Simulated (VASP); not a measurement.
Here is a VASP 6.6.1 calculation.

INCAR

```
PREC = Accurate
ENCUT = 520
EDIFF = 1E-7
ISMEAR = -1
SIGMA = 0.05
LREAL = False
LASPH = True
NELM = 60
ALGO = Fast
ISIF = 2
LWAVE = False
LCHARG = False
GGA = RP
IVDW = 12
NBANDS = 9
```

KPOINTS

```
Automatic mesh
0
Gamma
  10 10 5
```

Contents of POSCAR:

```
Mg
1.0
    3.1437856987      0.0000000000      0.0000000000
   -1.5718928494      2.7225982792      0.0000000000
    0.0000000000      0.0000000000      5.1039375022
Mg
2
Direct
    0.6666666667      0.3333333333      0.7500000000
    0.3333333333      0.6666666667      0.2500000000
```

Potentials or basis: VASP PAW PBE potentials, release 64 (Mg).

Command:

```sh
$ cat potpaw_PBE.64/Mg/POTCAR > POTCAR
$ mpirun -np 1 vasp_std > vasp.out
```

(1) Predict the pressure.

(2) Estimate the dispersion energy per atom.

## Answers

(1) -12.2 GPa.

(2) -1.377 eV.

Caveat: the PAW data sets were made with another functional, which shifts forces and pressure a little; pairwise dispersion overbinds metals, which lowers pressure and volume.
